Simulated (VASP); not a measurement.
# CaO (Fm-3m) in VASP: notebook, part 2 of 2

VASP 6.6.1. Earlier steps stand in the parts before.

### 3 Relaxation of cell and atoms, BLYP+D4

Input file INCAR:

```
SYSTEM = CaO
PREC = Accurate
ENCUT = 600
EDIFF = 1E-6
ISMEAR = -1
SIGMA = 0.05
LREAL = .FALSE.
LASPH = .TRUE.
NELM = 100
ALGO = Normal
ISIF = 3
LWAVE = .FALSE.
LCHARG = .FALSE.
GGA = B5
ALDAX = 1.0
AGGAX = 1.0
AGGAC = 1.0
ALDAC = 0.0
IVDW = 13
VDW_S6 = 1.0
VDW_S8 = 2.34076671
VDW_A1 = 0.44488865
VDW_A2 = 4.0933009
IBRION = 2
NSW = 60
EDIFFG = -0.01
```

Input file KPOINTS:

```
regular mesh
0
G
  10 10 10
  0 0 0
```

Input file POSCAR:

```
CaO
1.0
    0.0000000000      2.4035556960      2.4035556960
    2.4035556960      0.0000000000      2.4035556960
    2.4035556960      2.4035556960      0.0000000000
Ca O
1 1
Direct
    0.0000000000      0.0000000000      0.0000000000
    0.5000000000      0.5000000000      0.5000000000
```

Potentials or basis: VASP PAW PBE potentials, release 64 (Ca_sv, O).

Launch:

```console
$ cat potpaw_PBE.64/Ca_sv/POTCAR potpaw_PBE.64/O/POTCAR > POTCAR
$ mpirun -np 1 vasp_std > vasp.out
```

OUTCAR:

```text
SYSTEM = CaO
   PREC = Accurate
   ENCUT = 600
   EDIFF = 1E-6
   ISMEAR = -1
   LREAL = .FALSE.
   LASPH = .TRUE.
   NELM = 100
   ISIF = 3
   GGA = B5
   IVDW = 13
   IBRION = 2
   NSW = 60
   EDIFFG = -0.01

 ion  position               nearest neighbor table
   1  0.000  0.000  0.000-   2 2.40   2 2.40   2 2.40   2 2.40   2 2.40   2 2.40
   2  0.500  0.500  0.500-   1 2.40   1 2.40   1 2.40   1 2.40   1 2.40   1 2.40

  LATTYP: Found a face centered cubic cell.
 ALAT       =     4.8071113920

  Lattice vectors:

 A1 = (   0.0000000000,   2.4035556960,   2.4035556960)
 A2 = (   2.4035556960,   0.0000000000,   2.4035556960)
 A3 = (   2.4035556960,   2.4035556960,   0.0000000000)

Analysis of symmetry for initial positions (statically):
=====================================================================
 Subroutine PRICEL returns:
 Original cell was already a primitive cell.

 Routine SETGRP: Setting up the symmetry group for a
 face centered cubic supercell.

 Subroutine GETGRP returns: Found 48 space group operations
 (whereof 48 operations were pure point group operations)
 out of a pool of 48 trial point group operations.

The static configuration has the point symmetry O_h .

Analysis of symmetry for dynamics (positions and initial velocities):
=====================================================================
 Subroutine PRICEL returns:
 Original cell was already a primitive cell.

 Routine SETGRP: Setting up the symmetry group for a
 face centered cubic supercell.

 Subroutine GETGRP returns: Found 48 space group operations
 (whereof 48 operations were pure point group operations)
 out of a pool of 48 trial point group operations.

The dynamic configuration has the point symmetry O_h .

 Subroutine INISYM returns: Found 48 space group operations
 (whereof 48 operations are pure point group operations),
 and found     1 'primitive' translations

----------------------------------------------------------------------------------------

                                     Primitive cell

  volume of cell :      27.7711

  direct lattice vectors                    reciprocal lattice vectors
     0.000000000  2.403555696  2.403555696    -0.208025136  0.208025136  0.208025136
     2.403555696  0.000000000  2.403555696     0.208025136 -0.208025136  0.208025136
     2.403555696  2.403555696  0.000000000     0.208025136  0.208025136 -0.208025136

  length of vectors
     3.399141063  3.399141063  3.399141063     0.360310104  0.360310104  0.360310104

  position of ions in fractional coordinates (direct lattice)
     0.000000000  0.000000000  0.000000000
     0.500000000  0.500000000  0.500000000

  ion indices of the primitive-cell ions
   primitive index   ion index
                 1           1
                 2           2

----------------------------------------------------------------------------------------

 KPOINTS: regular mesh

Automatic generation of k-mesh.
 Grid dimensions read from file:
 generate k-points for:   10   10   10

 Generating k-lattice:

  Cartesian coordinates                     Fractional coordinates (reciprocal lattice)
    -0.020802514  0.020802514  0.020802514     0.100000000  0.000000000  0.000000000
     0.020802514 -0.020802514  0.020802514     0.000000000  0.100000000  0.000000000
     0.020802514  0.020802514 -0.020802514     0.000000000  0.000000000  0.100000000

  Length of vectors
     0.036031010  0.036031010  0.036031010

  Shift w.r.t. Gamma in fractional coordinates (k-lattice)
     0.000000000  0.000000000  0.000000000

 Subroutine IBZKPT returns following result:
 ===========================================

 Found     47 irreducible k-points:

 Following reciprocal coordinates:
            Coordinates               Weight
  0.000000  0.000000  0.000000      1.000000
  0.100000  0.000000  0.000000      8.000000
  0.200000  0.000000  0.000000      8.000000
  0.300000  0.000000  0.000000      8.000000
  0.400000  0.000000  0.000000      8.000000
  0.500000  0.000000  0.000000      4.000000
[... 16 lines left out ...]
  0.300000  0.300000  0.000000      6.000000
  0.400000  0.300000  0.000000     24.000000
 [... further k-points ...]
   k-points           NKPTS =     47   k-points in BZ     NKDIM =     47   number of bands    NBANDS=     12
   number of dos      NEDOS =    301   number of ions     NIONS =      2
   total plane-waves  NPLWV =  21952
   dimension x,y,z NGX =    28 NGY =   28 NGZ =   28
   dimension x,y,z NGXF=    56 NGYF=   56 NGZF=   56
   ions per type =               1   1
   NGX,Y,Z   is equivalent  to a cutoff of  13.69, 13.69, 13.69 a.u.
   NGXF,Y,Z  is equivalent  to a cutoff of  27.39, 27.39, 27.39 a.u.
 SYSTEM =  CaO
   PREC   = accura    normal or accurate (medium, high low for compatibility)
   ISTART =      0    job   : 0-new  1-cont  2-samecut
   ICHARG =      2    charge: 1-file 2-atom 10-const
   ISPIN  =      1    spin polarized calculation?
   LNONCOLLINEAR =      F non collinear calculations
   LSORBIT =      F    spin-orbit coupling
   LASPH  =      T    aspherical Exc in radial PAW
   ENCUT  =  600.0 eV  44.10 Ry    6.64 a.u.   6.79  6.79  6.79*2*pi/ulx,y,z
   NELM   =    100;   NELMIN=  2; NELMDL= -5     # of ELM steps
   EDIFF  = 0.1E-05   stopping-criterion for ELM
   LREAL  =      F    real-space projection
   EDIFFG = -.1E-01   stopping-criterion for IOM
   NSW    =     60    number of steps for IOM
   IBRION =      2    ionic relax: 0-MD 1-quasi-New 2-CG
   NFREE  =      1    steps in history (QN), initial steepest desc. (CG)
   ISIF   =      3    stress and relaxation
   ISYM   =      2    0-nonsym 1-usesym 2-fastsym
   POTIM  = 0.5000    time-step for ionic-motion
   TEBEG  =    0.0;   TEEND  =   0.0 temperature during run
   PSTRESS=    0.0 pullay stress
   NELECT =      16.0000    total number of electrons
   NUPDOWN=      -1.0000    fix difference up-down
   EMIN   =  10.00;   EMAX   =-10.00  energy-range for DOS
   EFERMI =   0.00;   METHOD = LEGACY
   ISMEAR =    -1;   SIGMA  =   0.05  broadening in eV -4-tet -1-fermi 0-gaus
   EFERMI_NEDOS =   21; number of points for ismear=-14 and -15
   IALGO  =     38    algorithm
   IMIX   =      4    mixing-type and parameters
     AMIX     =   0.40;   BMIX     =  1.00
     AMIX_MAG =   1.60;   BMIX_MAG =  1.00
  volume/ion in A,a.u.               =      13.89        93.70
  Fermi-wavevector in a.u.,A,eV,Ry     =   1.362231  2.574243 25.247954  1.855672
  Thomas-Fermi vector in A             =   2.488738
   LORBIT       =      0    0 simple, 1 ext, 2 COOP (PROOUT), +10 PAW based schemes
   GGA     = B5    functional components
   LHFCALC =     F    Hartree Fock is set to
   AEXX    =    0.0000 exact exchange contribution
   IVDW    =    13    specifies the selected vdW correction
   LEPSILON=     F    determine dielectric tensor
   LRPA    =     F    only Hartree local field effects (RPA)
 conjugate gradient relaxation of ions
 non-spin polarized calculation
  energy-cutoff  :      600.00
  volume of cell :       27.77
 maximum number of plane-waves:       941
   NGX = 13   NGY = 13   NGZ = 13

--------------------------------------- Ionic step        1  -------------------------------------------

 number of electron      15.9999997 magnetization

 Free energy of the ion-electron system (eV)
  ---------------------------------------------------
  ext. energy  EPLUGINS =         0.00000000
  ---------------------------------------------------
  free energy    TOTEN  =       -12.28556572 eV

  energy without entropy =      -12.28556572  energy(sigma->0) =      -12.28556572

 E-fermi :   3.7165     XC(G=0): -10.0304

 val. band max:        2.6659565985   @ k =   0.0000   0.0000   0.0000
 cond. band min:       6.3966096902   @ k =   0.5000   0.5000   0.0000
 fundamental gap:      3.7306530917
 Fermi energy:         3.7164600077

 k-point     1 :       0.0000    0.0000    0.0000
  band No.  band energies     occupation
      1     -34.9561      2.00000
      2     -15.8195      2.00000
      3     -15.8195      2.00000
      4     -15.8195      2.00000
      5     -12.7593      2.00000
      6       2.6660      2.00000
      7       2.6660      2.00000
      8       2.6660      2.00000
      9       7.6534      0.00000
     10       8.8366      0.00000
     11       8.8366      0.00000
     12       8.8366      0.00000
[... 422 lines left out ...]
  energy  without entropy=      -12.8891060197  energy(sigma->0) =      -12.88910602

--------------------------------------- Ionic step        3  -------------------------------------------

 number of electron      15.9999998 magnetization

 Free energy of the ion-electron system (eV)
  ---------------------------------------------------
  ext. energy  EPLUGINS =         0.00000000
  ---------------------------------------------------
  free energy    TOTEN  =       -12.29170970 eV

  energy without entropy =      -12.29170970  energy(sigma->0) =      -12.29170970

 E-fermi :   3.6107     XC(G=0):  -9.9927

 val. band max:        2.6199195945   @ k =   0.0000   0.0000   0.0000
 cond. band min:       6.3515036144   @ k =   0.5000   0.5000   0.0000
 fundamental gap:      3.7315840199
 Fermi energy:         3.6107147191

 k-point     1 :       0.0000    0.0000    0.0000
  band No.  band energies     occupation
      1     -35.0354      2.00000
      2     -15.9054      2.00000
      3     -15.9054      2.00000
      4     -15.9054      2.00000
      5     -12.7892      2.00000
      6       2.6199      2.00000
      7       2.6199      2.00000
      8       2.6199      2.00000
      9       7.5436      0.00000
     10       8.7691      0.00000
     11       8.7691      0.00000
     12       8.7691      0.00000
[... 378 lines left out ...]
  FREE ENERGIE OF THE ION-ELECTRON SYSTEM (eV)
  ---------------------------------------------------
  free  energy   TOTEN  =       -12.8891567648 eV

  energy  without entropy=      -12.8891567648  energy(sigma->0) =      -12.88915676

 reached required accuracy - stopping structural energy minimisation
```

OSZICAR:

```text
N       E                     dE             d eps       ncg     rms          rms(c)
DAV:   1     0.143498719105E+03    0.14350E+03   -0.95924E+03  1128   0.153E+03
[... 22 lines left out ...]
   2 F= -.12889106E+02 E0= -.12889106E+02  d E =-.547264E-03
       N       E                     dE             d eps       ncg     rms          rms(c)
DAV:   1    -0.122923775279E+02    0.91216E-03   -0.16927E-02  1224   0.157E+00    0.174E-01
DAV:   2    -0.122918250851E+02    0.55244E-03   -0.22122E-03  1216   0.454E-01    0.669E-02
DAV:   3    -0.122917202783E+02    0.10481E-03   -0.25473E-04  1836   0.205E-01    0.267E-02
DAV:   4    -0.122917088915E+02    0.11387E-04   -0.10114E-04  1772   0.932E-02    0.847E-03
DAV:   5    -0.122917097030E+02   -0.81147E-06   -0.90506E-07  1140   0.115E-02
   3 F= -.12889157E+02 E0= -.12889157E+02  d E =-.598009E-03
```

CONTCAR:

```text
CaO
   1.00000000000000
     0.0000000000000000    2.4100234513924770    2.4100234513924770
     2.4100234513924770   -0.0000000000000000    2.4100234513924770
     2.4100234513924770    2.4100234513924770    0.0000000000000000
  Ca              O
     1     1
Direct
     0.0000000000000000    0.0000000000000000    0.0000000000000000
     0.5000000000000000    0.5000000000000000    0.5000000000000000

  0.00000000E+00  0.00000000E+00  0.00000000E+00
  0.00000000E+00  0.00000000E+00  0.00000000E+00
```

It took 37 s on 1 thread of Intel Xeon 6975P-C (Granite Rapids), shared host; peak memory 0.18 GiB.

What came out:

- Free energy: -12.8892 eV
- Relaxed volume: 14.00 Å³/atom
- Relaxed cell: a = 3.408 Å, b = 3.408 Å, c = 3.408 Å, α = 60.00°, β = 60.00°, γ = 60.00°
- Space group after relaxing (to 0.1 Å): Fm-3m (No. 225)
- Energy gained by relaxing: 0.3 meV/atom
- Ionic steps: 3
- Pressure after relaxing: -0.1 GPa
- Band gap on the k mesh: 3.73 eV (least direct gap 4.10 eV)
- Dispersion energy per atom: -0.299 eV

Step by step:
| step | energy change (eV) | largest force (eV/Å) | pressure (GPa) | volume (Å³) |
| --- | --- | --- | --- | --- |
| 1 | 0.0000 | 0.0000 | 0.83 | 27.77 |
| 2 | -0.0005 | 0.0000 | -0.28 | 28.06 |
| 3 | -0.0006 | 0.0000 | -0.06 | 28.00 |

Final structure:
```yaml
crystal:
  lattice:
    - [0.00000, 2.41002, 2.41002]
    - [2.41002, 0.00000, 2.41002]
    - [2.41002, 2.41002, 0.00000]
  atoms:
    - { symbol: Ca, position: [0.00000, 0.00000, 0.00000] }
    - { symbol: O, position: [0.50000, 0.50000, 0.50000] }
```

Caveat: the PAW data sets were made with another functional, which shifts forces and pressure a little. A k mesh can miss the band edges.
